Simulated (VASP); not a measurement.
# Fe in VASP: single point with PBE

Aim: the single point of Fe with PBE.

Program: VASP 6.6.1. These are calculated values, not measurements. Logs are shortened: lines on timing, memory, paths and dates and some standing lists are left out, and cuts for length are marked.

## Step 1: The cell of the first run

The typed cell holds 2 atoms: a = 3.868 Å, b = 3.868 Å, c = 2.435 Å, α = 37.41°, β = 90.00°, γ = 90.00°.

## Step 2: Single point, PBE, collinear spin, ferromagnetic start

INCAR

```
PREC     = Accurate       # precision mode
ENCUT    = 600            # plane-wave cutoff, eV
EDIFF    = 1E-6           # SCF threshold, eV
ISMEAR   = 0              # smearing method
SIGMA    = 0.1            # smearing width, eV
LREAL    = False          # projectors in reciprocal space
LASPH    = True           # aspherical terms in the spheres
NELM     = 200            # most SCF steps
ALGO     = Normal         # electronic algorithm
ISIF     = 2              # what is computed and relaxed
LWAVE    = False          # write WAVECAR
LCHARG   = False          # write CHGCAR
ISPIN    = 2              # spin polarisation
MAGMOM   = 2.4 2.4        # initial moments
LORBIT   = 11             # projections on sites
LMAXMIX  = 4              # l up to which the mixer works
GGA      = PE             # functional
NBANDS   = 19             # bands
GGA_COMPAT= False
```

KPOINTS

```
Automatic mesh
0
Gamma
  9 9 23
```

POSCAR

```
Fe
1.0
    3.8679403904      0.0000000000      0.0000000000
    0.0000000000      3.8679403810      0.0002702971
    0.0000000000      1.9340733577      1.4796126019
Fe
2
Direct
    0.5000000000      0.5000000000      0.0000000000
    0.0000000000      0.0000000000      0.0000000000
```

Potentials or basis: VASP PAW PBE potentials, release 64 (Fe).

The run is started by

```
> cat potpaw_PBE.64/Fe/POTCAR > POTCAR
> mpirun -np 1 vasp_std > vasp.out
```

OUTCAR:

```text
PREC = Accurate
   ENCUT = 600
   EDIFF = 1E-6
   ISMEAR = 0
   LREAL = False
   LASPH = True
   NELM = 200
   ISIF = 2
   ISPIN = 2
   LORBIT = 11
   GGA = PE

 ion  position               nearest neighbor table
   1  0.500  0.500  0.000-   2 2.43   2 2.43   2 2.43   2 2.43   2 2.74   2 2.74   2 2.74   2 2.74

   2  0.000  0.000  0.000-   1 2.43   1 2.43   1 2.43   1 2.43   1 2.74   1 2.74   1 2.74   1 2.74

  LATTYP: Found a simple monoclinic cell.
 ALAT       =     2.4348090928
 B/A-ratio  =     1.5886010948
 C/A-ratio  =     1.0001347587
 COS(beta)  =    -0.2616566909

  Lattice vectors:

 A1 = (   0.0000000000,   1.9338670233,  -1.4793423048)
 A2 = (   3.8679403904,   0.0000000000,   0.0000000000)
 A3 = (   0.0000000000,  -1.9340733577,  -1.4796126019)

Analysis of symmetry for initial positions (statically):
=====================================================================
 Subroutine PRICEL returns following result:

  LATTYP: Found a base centered monoclinic cell.
 ALAT       =     2.9589549139
 B/A-ratio  =     1.3071981503
 C/A-ratio  =     0.8228611668
 COS(beta)  =    -0.6075250223

  Lattice vectors:

 A1 = (  -1.9339701952,   0.0001031672,   1.4794774534)
 A2 = (   1.9339701952,   0.0001031672,   1.4794774534)
 A3 = (   0.0000000000,   1.9338670233,  -1.4793423048)

   2 primitive cells build up your supercell.

 Routine SETGRP: Setting up the symmetry group for a
 simple monoclinic supercell.

 Subroutine GETGRP returns: Found  4 space group operations
 (whereof  4 operations were pure point group operations)
 out of a pool of  4 trial point group operations.

The static configuration has the point symmetry C_2h.

Analysis of symmetry for dynamics (positions and initial velocities):
=====================================================================
 Subroutine PRICEL returns following result:

  LATTYP: Found a base centered monoclinic cell.
 ALAT       =     2.9589549139
 B/A-ratio  =     1.3071981503
 C/A-ratio  =     0.8228611668
 COS(beta)  =    -0.6075250223

  Lattice vectors:

 A1 = (  -1.9339701952,   0.0001031672,   1.4794774534)
 A2 = (   1.9339701952,   0.0001031672,   1.4794774534)
 A3 = (   0.0000000000,   1.9338670233,  -1.4793423048)

   2 primitive cells build up your supercell.

 Routine SETGRP: Setting up the symmetry group for a
 simple monoclinic supercell.

 Subroutine GETGRP returns: Found  4 space group operations
 (whereof  4 operations were pure point group operations)
 out of a pool of  4 trial point group operations.

The dynamic configuration has the point symmetry C_2h.

Analysis of structural, dynamic, and magnetic symmetry:
=====================================================================
 Subroutine PRICEL returns following result:

  LATTYP: Found a base centered monoclinic cell.
 ALAT       =     2.9589549139
 B/A-ratio  =     1.3071981503
 C/A-ratio  =     0.8228611668
 COS(beta)  =    -0.6075250223

  Lattice vectors:

 A1 = (  -1.9339701952,   0.0001031672,   1.4794774534)
 A2 = (   1.9339701952,   0.0001031672,   1.4794774534)
 A3 = (   0.0000000000,   1.9338670233,  -1.4793423048)

   2 primitive cells build up your supercell.

 Routine SETGRP: Setting up the symmetry group for a
 simple monoclinic supercell.

 Subroutine GETGRP returns: Found  4 space group operations
 (whereof  4 operations were pure point group operations)
 out of a pool of  4 trial point group operations.

The overall configuration has the point symmetry C_2h.

 Subroutine INISYM returns: Found  4 space group operations
 (whereof  4 operations are pure point group operations),
 and found     2 'primitive' translations

----------------------------------------------------------------------------------------

                                     Primitive cell

  volume of cell :      11.0672

  direct lattice vectors                    reciprocal lattice vectors
    -1.933970195  0.000103167  1.479477453    -0.258535525  0.258511910  0.337939134
     1.933970195  0.000103167  1.479477453     0.258535525  0.258511910  0.337939134
     0.000000000  1.933867023 -1.479342305     0.000000000  0.517071054 -0.000036056

  length of vectors
     2.434973154  2.434973154  2.434809093     0.497867336  0.497867336  0.517071055

  position of ions in fractional coordinates (direct lattice)
     0.000000000  0.000000000  0.000000000

  ion indices of the primitive-cell ions
   primitive index   ion index
                 1           1

----------------------------------------------------------------------------------------

 KPOINTS: Automatic mesh

Automatic generation of k-mesh.
 Grid dimensions read from file:
 generate k-points for:    9    9   23

 Generating k-lattice:

  Cartesian coordinates                     Fractional coordinates (reciprocal lattice)
     0.028726169  0.000000000  0.000000000     0.111111111  0.000000000  0.000000000
     0.000000000  0.028728794 -0.037552799     0.000000000  0.111111111  0.000000000
     0.000000000 -0.000002054  0.029387579     0.000000000 -0.000000000  0.043478261

  Length of vectors
     0.028726169  0.047281670  0.029387579

  Shift w.r.t. Gamma in fractional coordinates (k-lattice)
     0.000000000  0.000000000  0.000000000

 Subroutine IBZKPT returns following result:
 ===========================================

 Found    520 irreducible k-points:

 Following reciprocal coordinates:
            Coordinates               Weight
  0.000000  0.000000  0.000000      1.000000
  0.111111  0.000000  0.000000      2.000000
  0.222222  0.000000  0.000000      2.000000
  0.333333  0.000000  0.000000      2.000000
  0.444444  0.000000  0.000000      2.000000
  0.000000  0.111111  0.000000      2.000000
[... 16 lines left out ...]
  0.222222  0.444444  0.000000      4.000000
  0.333333  0.444444  0.000000      4.000000
 [... further k-points ...]
   k-points           NKPTS =    520   k-points in BZ     NKDIM =    520   number of bands    NBANDS=     19
   number of dos      NEDOS =    301   number of ions     NIONS =      2
   total plane-waves  NPLWV =  20480
   dimension x,y,z NGX =    32 NGY =   32 NGZ =   20
   dimension x,y,z NGXF=    64 NGYF=   64 NGZF=   40
   ions per type =               2
   NGX,Y,Z   is equivalent  to a cutoff of  13.75, 13.75, 13.65 a.u.
   NGXF,Y,Z  is equivalent  to a cutoff of  27.51, 27.51, 27.31 a.u.
 SYSTEM =  unknown system
   PREC   = accura    normal or accurate (medium, high low for compatibility)
   ISTART =      0    job   : 0-new  1-cont  2-samecut
   ICHARG =      2    charge: 1-file 2-atom 10-const
   ISPIN  =      2    spin polarized calculation?
   LNONCOLLINEAR =      F non collinear calculations
   LSORBIT =      F    spin-orbit coupling
   LASPH  =      T    aspherical Exc in radial PAW
   ENCUT  =  600.0 eV  44.10 Ry    6.64 a.u.   7.73  7.73  4.86*2*pi/ulx,y,z
   NELM   =    200;   NELMIN=  2; NELMDL= -5     # of ELM steps
   EDIFF  = 0.1E-05   stopping-criterion for ELM
   LREAL  =      F    real-space projection
   EDIFFG = 0.1E-04   stopping-criterion for IOM
   NSW    =      0    number of steps for IOM
   IBRION =     -1    ionic relax: 0-MD 1-quasi-New 2-CG
   NFREE  =      0    steps in history (QN), initial steepest desc. (CG)
   ISIF   =      2    stress and relaxation
   ISYM   =      2    0-nonsym 1-usesym 2-fastsym
   POTIM  = 0.5000    time-step for ionic-motion
   TEBEG  =    0.0;   TEEND  =   0.0 temperature during run
   PSTRESS=    0.0 pullay stress
   NELECT =      16.0000    total number of electrons
   NUPDOWN=      -1.0000    fix difference up-down
   EMIN   =  10.00;   EMAX   =-10.00  energy-range for DOS
   EFERMI =   0.00;   METHOD = LEGACY
   ISMEAR =     0;   SIGMA  =   0.10  broadening in eV -4-tet -1-fermi 0-gaus
   EFERMI_NEDOS =   21; number of points for ismear=-14 and -15
   IALGO  =     38    algorithm
   IMIX   =      4    mixing-type and parameters
     AMIX     =   0.40;   BMIX     =  1.00
     AMIX_MAG =   1.60;   BMIX_MAG =  1.00
  volume/ion in A,a.u.               =      11.07        74.69
  Fermi-wavevector in a.u.,A,eV,Ry     =   1.469238  2.776457 29.370362  2.158661
  Thomas-Fermi vector in A             =   2.584640
   LORBIT       =     11    0 simple, 1 ext, 2 COOP (PROOUT), +10 PAW based schemes
   GGA     = PE    functional components
   LHFCALC =     F    Hartree Fock is set to
   AEXX    =    0.0000 exact exchange contribution
   IVDW    =     0    specifies the selected vdW correction
   LEPSILON=     F    determine dielectric tensor
   LRPA    =     F    only Hartree local field effects (RPA)
 spin polarized calculation
 Gauss-broadening in eV      SIGMA  =   0.10
  energy-cutoff  :      600.00
  volume of cell :       22.13
 maximum number of plane-waves:       764
 NGX is ok and might be reduce to    32
   NGX = 15   NGY = 15   NGZ =  9

 number of electron      15.9999996 magnetization       4.3237380

 Free energy of the ion-electron system (eV)
  ---------------------------------------------------
  ext. energy  EPLUGINS =         0.00000000
  ---------------------------------------------------
  free energy    TOTEN  =       -16.44541825 eV

  energy without entropy =      -16.43574830  energy(sigma->0) =      -16.44058327

 E-fermi :   6.1224     XC(G=0): -13.2655

 val. band max:        6.1223820758   @ k =   0.4444   0.4444   0.4348
 cond. band min:       6.1227507958   @ k =   0.4444   0.4444   0.1739
 fundamental gap:      0.0003687200
 Fermi energy:         6.1224395421

 spin component 1

 k-point     1 :       0.0000    0.0000    0.0000
  band No.  band energies     occupation
      1      -2.4980      1.00000
      2       0.9980      1.00000
      3       2.2817      1.00000
      4       3.6474      1.00000
      5       3.6478      1.00000
      6       4.0333      1.00000
[... 11 lines left out ...]
     18      31.9070      0.00000
     19      31.9074      0.00000

 k-point     2 :       0.1111    0.0000    0.0000
  band No.  band energies     occupation
      1      -2.3601      1.00000
      2       1.0099      1.00000
      3       2.3196      1.00000
      4       3.6029      1.00000
      5       3.7216      1.00000
      6       4.0213      1.00000
[... 476 lines left out ...]
 k-point    24 :       0.3333    0.4444    0.0000
  band No.  band energies     occupation
      1       1.0987      1.00000
      2       1.3179      1.00000
      3       2.8405      1.00000
      4       2.8976      1.00000
      5       4.4211      1.00000
      6       4.7526      1.00000
[... 11 lines left out ...]
     18      27.4567      0.00000
     19      31.3707      0.00000

 [... further k-points ...]

 spin component 2

 k-point     1 :       0.0000    0.0000    0.0000
  band No.  band energies     occupation
      1      -2.3108      1.00000
      2       2.3267      1.00000
      3       3.8604      1.00000
      4       5.4602      1.00000
      5       5.4635      1.00000
      6       6.0413      0.87439
[... 11 lines left out ...]
     18      31.7373      0.00000
     19      31.7381      0.00000

 k-point     2 :       0.1111    0.0000    0.0000
  band No.  band energies     occupation
      1      -2.1722      1.00000
      2       2.2784      1.00000
      3       3.9040      1.00000
      4       5.4066      1.00000
      5       5.5436      1.00000
      6       6.0235      0.91916
[... 476 lines left out ...]
 k-point    24 :       0.3333    0.4444    0.0000
  band No.  band energies     occupation
      1       2.1737      1.00000
      2       2.5815      1.00000
      3       4.5525      1.00000
      4       4.6339      1.00000
      5       5.7439      1.00000
      6       5.7640      1.00000
[... 11 lines left out ...]
     18      28.0111      0.00000
     19      31.7957      0.00000

 [... further k-points ...]

------------------------ aborting loop because EDIFF is reached ----------------------------------------

  FORCE on cell =-STRESS in cart. coord.  units (eV):
  Direction    XX          YY          ZZ          XY          YZ          ZX
  --------------------------------------------------------------------------------------
  -------------------------------------------------------------------------------------
  Total        1.1941328      1.1631636     -0.0339848      0.0000000      0.0058990      0.0000000
  in kB       86.4361304     84.1944572     -2.4599580      0.0000000      0.4269909      0.0000000
  external PRESSURE =      56.0568765 kB  Pullay stress =       0.0000000 kB

 VOLUME and BASIS-vectors are now :
 -----------------------------------------------------------------------------
  energy-cutoff  :      600.00
  volume of cell :       22.13
      direct lattice vectors                 reciprocal lattice vectors
     3.867940390  0.000000000  0.000000000     0.258535525  0.000000000  0.000000000
     0.000000000  3.867940381  0.000270297     0.000000000  0.258559144 -0.337975191
     0.000000000  1.934073358  1.479612602     0.000000000 -0.000047234  0.675914325

 POSITION                                       TOTAL-FORCE (eV/Angst)
 -----------------------------------------------------------------------------------
      1.93397      1.93397      0.00014        -0.000000      0.000000     -0.000000
      0.00000      0.00000      0.00000         0.000000     -0.000000      0.000000
 -----------------------------------------------------------------------------------
    total drift:                                0.000000     -0.000000     -0.000000

  FREE ENERGIE OF THE ION-ELECTRON SYSTEM (eV)
  ---------------------------------------------------
  free  energy   TOTEN  =       -16.4454182476 eV

  energy  without entropy=      -16.4357482954  energy(sigma->0) =      -16.44058327

 total charge

# of ion       s       p       d       tot
------------------------------------------
    1        0.500   0.565   6.260   7.325
    2        0.500   0.565   6.260   7.325
--------------------------------------------------
tot          1.000   1.131  12.519  14.650

 magnetization (x)

# of ion       s       p       d       tot
------------------------------------------
    1       -0.013  -0.052   2.217   2.153
    2       -0.013  -0.052   2.217   2.153
--------------------------------------------------
tot         -0.026  -0.104   4.435   4.305
```

Wall time 5.3 min (1 thread of AMD EPYC 9R45 (Zen 5), shared host); peak memory 0.44 GiB.

Results:

| Quantity | Value |
| --- | --- |
| Free energy | -16.4454 eV |
| Pressure | 5.6 GPa |
| Net moment | 4.32 μB per cell |
| Site moments | Fe +2.15 μB |
| Valence electrons inside the program's atomic spheres | Fe 7.33 |

Stress tensor (GPa, compression positive):
```
 8.64  0.00  0.00
 0.00  8.42  0.04
 0.00  0.04 -0.25
```

Caveat: the cell stands under pressure.
